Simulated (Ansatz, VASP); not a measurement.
# Two plane-wave programs on InAs

POSCAR

```
InAs
1.0
    0.0000000000      2.9324068541      3.1807818630
    2.9324068541      0.0000000000      3.1807818630
    2.9324068541      2.9324068541      0.0000000000
In As
1 1
Direct
    0.0000000000      0.0000000000      0.0000000000
    0.2500000000      0.2500000000      0.2500000000
```

INCAR.step1

```
ALGO     = Normal         # electronic algorithm
EDIFF    = 1E-4           # SCF threshold, eV
ENCUT    = 520            # plane-wave cutoff, eV
GGA      = PE             # functional
GGA_COMPAT= F            
ISMEAR   = -1             # smearing method
LASPH    = T              # aspherical terms in the spheres
LCHARG   = F              # write CHGCAR
LREAL    = F              # projectors in reciprocal space
LSORBIT  = T              # spin-orbit coupling
LWAVE    = T              # write WAVECAR
MAGMOM   = 0 0 0 0 0 0    # initial moments
NBANDS   = 30             # bands
NELM     = 150            # most SCF steps
PREC     = Accurate       # precision mode
SIGMA    = 0.02           # smearing width, eV
```

The input INCAR.step2:

```
ALGO     = Normal         # electronic algorithm
EDIFF    = 1E-7           # SCF threshold, eV
ENCUT    = 520            # plane-wave cutoff, eV
GGA_COMPAT= F            
ISIF     = 2              # what is computed and relaxed
ISMEAR   = -1             # smearing method
ISTART   = 1            
LASPH    = T              # aspherical terms in the spheres
LCHARG   = F              # write CHGCAR
LMIXTAU  = T            
LORBIT   = 11             # projections on sites
LORBMOM  = T            
LREAL    = F              # projectors in reciprocal space
LSORBIT  = T              # spin-orbit coupling
LWAVE    = F              # write WAVECAR
MAGMOM   = 0 0 0 0 0 0    # initial moments
METAGGA  = R2SCAN         # meta-GGA
NBANDS   = 30             # bands
NELM     = 150            # most SCF steps
PREC     = Accurate       # precision mode
SIGMA    = 0.02           # smearing width, eV
```

Contents of KPOINTS:

```
k-points
0
Gamma
  8 8 8
```

Input for Ansatz:

```yaml
crystal:
  lattice:
    - [0.0, 2.9324068541, 3.180781863]
    - [2.9324068541, 0.0, 3.180781863]
    - [2.9324068541, 2.9324068541, 0.0]
  atoms:
    - { symbol: In, position: [0.0, 0.0, 0.0] }
    - { symbol: As, position: [0.25, 0.25, 0.25] }
kpoints:
  mp_grid: { grid: [8, 8, 8] }
  band_path:
    path:
      - [0.0, 0.0, 0.0]
      - [-0.5, -0.5, 0.0]
      - [-0.375, -0.375, 0.25]
      - [-0.375, 0.0, 0.375]
      - [0.0, 0.0, 0.5]
      - [-0.5, -0.25, 0.25]
      - [-0.023682, -0.023682, 0.0]
    npoints: 1
hamiltonian:
  xc: r2scan
scf:
  occupations: { method: fermi_dirac, width: 0.02 }
  n_extra_bands: 8
magnetization:
  noncollinear: true
  spin_orbit: true
output:
  forces: true
  stress: true
  eigenvalues: true
  write_density: true
  write_potential: true
  elf: true
  volumetric_format: npy
```

Change from the starting cell: epitaxial_xy strain -4.0%.

Alike in both runs: task single point; functional r2SCAN; k mesh 8 × 8 × 8; occupations fermi-dirac, width 0.02 eV; non-collinear spin, spin-orbit coupling.

|  | VASP | Ansatz |
| --- | --- | --- |
| version | VASP 6.6.1 | Ansatz 0.2.0 |
| potentials or method | VASP PAW PBE potentials, release 64 (In_d, As) | plane waves, PAW |
| plane-wave cutoff (eV) | 520 | 500 |
| valence electrons in the cell | 18 | 28 |

|  | VASP | Ansatz | Ansatz less VASP |
| --- | --- | --- | --- |
| pressure (GPa) | 2.4 | 2.4 | -0.03 |
| traceless stress, the component that is largest in VASP (GPa) | -2.37 | -2.36 | +0.002 |

VASP's potentials were made for PBE, not for r2SCAN. The functional is the same, so the differences come from potentials, cutoffs and numerics. VASP's potentials hold 18 valence electrons a cell and Ansatz's 28, so a difference there can come from the potentials and not from the codes.
